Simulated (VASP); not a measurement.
# Si (a cell with a defect) in VASP: further runs, part 2 of 3

VASP 6.6.1.

**3. Single point, PBEsol**

INCAR reads:

```
  ALGO = Normal
  EDIFF = 1E-6
  ENCUT = 520
  GGA = PS
  ISIF = 2
  ISMEAR = 0
  LASPH = True
  LCHARG = False
  LREAL = Auto
  LWAVE = False
  NBANDS = 48
  NELM = 100
  PREC = Accurate
  SIGMA = 0.02
```

KPOINTS reads:

```
k-points
0
Gamma
  2 2 2
```

POSCAR reads:

```
Si
1.0
    0.0000000000      5.4300000000      5.4300000000
    5.4300000000      0.0000000000      5.4300000000
    5.4300000000      5.4300000000      0.0000000000
Si
17
Direct
   -0.0006586709      0.0003576439     -0.0002293211
    0.1238298877      0.1249692533      0.1242833462
    0.0021925327      0.0034269685      0.4967672090
    0.1237970260      0.1249141574      0.6261611495
    0.0021975860      0.4974512939      0.0027069748
    0.1238224255      0.6267476031      0.1242687280
    0.0022015074      0.4974022825      0.4967556386
    0.1304006901      0.6233651826      0.6226530642
    0.4963102841      0.0033994696      0.0026736110
    0.6257307025      0.1249150263      0.1242206133
    0.4962784049      0.0034064830      0.4967048038
    0.6221094921      0.1318206018      0.6225668150
    0.4963051767      0.4974004914      0.0026823573
    0.6221321272      0.6233103570      0.1310308379
    0.4990770175      0.5005134265      0.4997189276
    0.6221241980      0.6232963891      0.6225790293
    0.7490541326      0.7505278201      0.7497148257
```

Potentials or basis: VASP PAW PBE potentials, release 64 (Si).

The run is started by

```console
$ cat potpaw_PBE.64/Si/POTCAR > POTCAR
$ mpirun -np 1 vasp_std > vasp.out
```

It took 6.1 min on 1 thread of Intel Xeon 8259CL, shared host; peak memory 0.46 GiB.

It converged, with:

* Free energy: -93.9217 eV
* Pressure: 3.5 GPa
* Largest force: 0.008 eV/Å
* Band gap on the k mesh: zero (bands 34 and 35 overlap by 0.25 eV)

Forces on the atoms (eV/Å):
```
Si   0.000  0.001  0.001
Si   0.000  0.001  0.000
Si   0.001 -0.001 -0.004
Si  -0.002  0.000  0.003
Si   0.000 -0.005 -0.001
Si   0.000  0.002 -0.001
Si   0.003 -0.001 -0.001
Si  -0.003  0.004  0.004
Si  -0.003 -0.001  0.000
Si   0.004  0.000 -0.002
Si  -0.001  0.001 -0.001
Si   0.005 -0.004  0.005
Si   0.000 -0.001  0.003
Si   0.003  0.004 -0.004
Si  -0.001  0.001  0.001
Si  -0.005 -0.004 -0.005
Si  -0.001  0.001  0.001
```

Levels at points of the mesh, in eV from the Fermi level:
```csv
k point,band 32,band 33,band 34,band 35,band 36,band 37
"(0.00, 0.00, 0.00)",-0.78,-0.77,-0.24,-0.24,-0.24,0.04
"(0.50, 0.00, 0.00)",-1.37,-1.37,-0.34,0.51,0.51,0.87
"(0.00, 0.50, 0.00)",-1.37,-1.37,-0.34,0.51,0.51,0.86
"(0.00, 0.00, 0.50)",-1.37,-1.37,-0.34,0.51,0.51,0.86
"(0.50, 0.50, 0.50)",-1.37,-1.37,-0.34,0.51,0.51,0.86
"(0.50, 0.50, 0.00)",-1.83,-0.97,0.01,0.71,1.03,1.03
"(0.00, 0.50, 0.50)",-1.83,-0.97,0.01,0.71,1.03,1.03
"(0.50, 0.00, 0.50)",-1.83,-0.97,0.01,0.71,1.03,1.03
```

Caveat: the k points lie up to 0.50 Å⁻¹ apart; the PAW data sets were made with another functional, which shifts forces and pressure a little.

**4. Single point, PBEsol**

INCAR reads:

```
SYSTEM = Si
PREC = Accurate
ENCUT = 520
EDIFF = 1E-7
ISMEAR = 0
SIGMA = 0.02
LREAL = Auto
LASPH = .True.
NELM = 80
ALGO = Normal
ISIF = 2
LWAVE = .False.
LCHARG = .True.
GGA = PS
LELF = .True.
LVHAR = .True.
NBANDS = 48
```

KPOINTS reads:

```
regular mesh
0
Gamma
  2 2 2
  0 0 0
```

POSCAR reads:

```
Si
1.0
    0.0000000000      5.4300000000      5.4300000000
    5.4300000000      0.0000000000      5.4300000000
    5.4300000000      5.4300000000      0.0000000000
Si
17
Direct
    0.0024986188      0.0025437385      0.0025934622
    0.1251646409      0.1254143646      0.1257051565
    0.0019061694      0.0019232965      0.4944297422
    0.1280873849      0.1280676796      0.6223592081
    0.0020069061      0.4941277164      0.0020476059
    0.1281273481      0.6222678637      0.1280833333
   -0.0012348066      0.5004541436      0.5004854512
    0.1279670350      0.6219305709      0.6220556169
    0.4938686924      0.0021134438      0.0021372007
    0.6221826888      0.1281478821      0.1281233886
    0.5004579190     -0.0012855433      0.5005220074
    0.6218830571      0.1279508287      0.6221169429
    0.5004957643      0.5005285451     -0.0013451197
    0.6219501842      0.6220586556      0.1279350829
    0.5003087477      0.5003164825      0.5003266114
    0.6249785451      0.6249402394      0.6248945672
    0.8751828729      0.8754071823      0.8756631676
```

Potentials or basis: VASP PAW PBE potentials, release 64 (Si).

The run is started by

```console
$ cat potpaw_PBE.64/Si/POTCAR > POTCAR
$ mpirun -np 1 vasp_std > vasp.out
```

OUTCAR:

```text
SYSTEM = Si
   PREC = Accurate
   ENCUT = 520
   EDIFF = 1E-7
   ISMEAR = 0
   LREAL = Auto
   LASPH = .True.
   NELM = 80
   ISIF = 2
   GGA = PS

 ion  position               nearest neighbor table
   1  0.002  0.003  0.003-   2 2.31   4 2.38   6 2.38  10 2.38  17 2.39
   2  0.125  0.125  0.126-   1 2.31   9 2.31   5 2.31   3 2.31
   3  0.002  0.002  0.494-   2 2.31   8 2.38  12 2.38   4 2.38  17 2.39
   4  0.128  0.128  0.622-  11 2.34   7 2.34   1 2.38   3 2.38  17 2.75
   5  0.002  0.494  0.002-   2 2.31   8 2.38  14 2.38   6 2.38  17 2.39
   6  0.128  0.622  0.128-  13 2.34   7 2.34   1 2.38   5 2.38  17 2.74
   7  0.999  0.500  0.500-   8 2.33   4 2.34   6 2.34  16 2.34
   8  0.128  0.622  0.622-   7 2.33  15 2.33   5 2.38   3 2.38  17 2.75
   9  0.494  0.002  0.002-   2 2.31  12 2.38  14 2.38  10 2.38  17 2.39
  10  0.622  0.128  0.128-  13 2.34  11 2.34   1 2.38   9 2.38  17 2.74
[... 615 lines left out ...]

 VOLUME and BASIS-vectors are now :
 -----------------------------------------------------------------------------
  energy-cutoff  :      520.00
  volume of cell :      320.21
      direct lattice vectors                 reciprocal lattice vectors
     0.000000000  5.430000000  5.430000000    -0.092081031  0.092081031  0.092081031
     5.430000000  0.000000000  5.430000000     0.092081031 -0.092081031  0.092081031
     5.430000000  5.430000000  0.000000000     0.092081031  0.092081031 -0.092081031

 POSITION                                       TOTAL-FORCE (eV/Angst)
 -----------------------------------------------------------------------------------
      0.02789      0.02765      0.02738        -0.003894     -0.005669     -0.007165
      1.36358      1.36222      1.36064        -0.002308     -0.001861     -0.000940
      2.69520      2.69510      0.02079        -0.006207     -0.006924      0.014685
      4.07482      4.07492      1.39092        -0.002080     -0.003179     -0.011419
      2.69423      0.02202      2.69401        -0.004198      0.013265     -0.005661
      4.07441      1.39122      4.07465        -0.000981     -0.011642     -0.003571
[... 9 lines left out ...]
      6.78660      6.78681      6.78706        -0.000261     -0.000144      0.000026
      9.50831      9.50709      9.50570         0.001437      0.000409     -0.000612
 -----------------------------------------------------------------------------------
    total drift:                               -0.007639     -0.006564     -0.006309

  FREE ENERGIE OF THE ION-ELECTRON SYSTEM (eV)
  ---------------------------------------------------
  free  energy   TOTEN  =       -93.9215786767 eV

  energy  without entropy=      -93.9176451413  energy(sigma->0) =      -93.91961191
```

stdout:

```text
POSCAR found type information on POSCAR Si
 POSCAR found :  1 types and      17 ions
 scaLAPACK will be used
 -----------------------------------------------------------------------------
|                                                                             |
|                                                                             |
|     You enforced a specific xc type in the INCAR file but a different       |
|     I HOPE YOU KNOW WHAT YOU ARE DOING!                                     |
|                                                                             |
 -----------------------------------------------------------------------------

 LDA part: xc-table for (Slater+PW92), standard interpolation
 POSCAR, INCAR and KPOINTS ok, starting setup
 FFT: planning ... GRIDC
 FFT: planning ... GRID_SOFT
 FFT: planning ... GRID
 WAVECAR not read
 entering main loop
```

Run time: 7.5 min. Hardware: 1 thread of Intel Xeon 8259CL, shared host; peak memory 0.48 GiB.

Results:

* Free energy: -93.9216 eV
* Pressure: 3.5 GPa
* Largest force: 0.024 eV/Å
* Band gap on the k mesh: zero (bands 34 and 35 overlap by 0.25 eV)

Forces in eV/Å, atoms in the order of the input:
```
Si  -0.004 -0.006 -0.007
Si  -0.002 -0.002 -0.001
Si  -0.006 -0.007  0.015
Si  -0.002 -0.003 -0.011
Si  -0.004  0.013 -0.006
Si  -0.001 -0.012 -0.004
Si   0.006 -0.014 -0.013
Si   0.018  0.003  0.004
Si   0.012 -0.002 -0.002
Si  -0.012 -0.001 -0.003
Si  -0.014  0.006 -0.012
Si   0.004  0.016  0.005
Si  -0.012 -0.012  0.006
Si   0.005  0.005  0.015
Si   0.012  0.013  0.015
Si   0.000  0.000  0.000
Si   0.001  0.000 -0.001
```

Levels at points of the mesh, in eV from the Fermi level:
| k point | band 30 | band 31 | band 32 | band 33 | band 34 | band 35 | band 36 | band 37 | band 38 | band 39 |
| --- | --- | --- | --- | --- | --- | --- | --- | --- | --- | --- |
| (0.00, 0.00, 0.00) | -1.69 | -0.78 | -0.77 | -0.77 | -0.25 | -0.24 | -0.24 | 0.04 | 0.04 | 0.42 |
| (0.50, 0.00, 0.00) | -1.52 | -1.52 | -1.37 | -1.36 | -0.34 | 0.51 | 0.52 | 0.87 | 0.87 | 1.28 |
| (0.00, 0.50, 0.00) | -1.52 | -1.52 | -1.37 | -1.36 | -0.34 | 0.51 | 0.52 | 0.87 | 0.87 | 1.28 |
| (0.00, 0.00, 0.50) | -1.52 | -1.52 | -1.37 | -1.36 | -0.34 | 0.51 | 0.51 | 0.87 | 0.87 | 1.28 |
| (0.50, 0.50, 0.50) | -1.52 | -1.52 | -1.37 | -1.37 | -0.34 | 0.51 | 0.52 | 0.86 | 0.86 | 1.29 |
| (0.50, 0.50, 0.00) | -1.96 | -1.96 | -1.83 | -0.97 | 0.01 | 0.71 | 1.03 | 1.03 | 1.13 | 1.89 |
| (0.00, 0.50, 0.50) | -1.96 | -1.96 | -1.83 | -0.97 | 0.01 | 0.71 | 1.03 | 1.04 | 1.13 | 1.89 |
| (0.50, 0.00, 0.50) | -1.96 | -1.96 | -1.83 | -0.97 | 0.01 | 0.71 | 1.03 | 1.03 | 1.13 | 1.89 |

Caveat: the k points lie up to 0.50 Å⁻¹ apart; the PAW data sets were made with another functional, which shifts forces and pressure a little.

(Continued in part 3 of 3.)
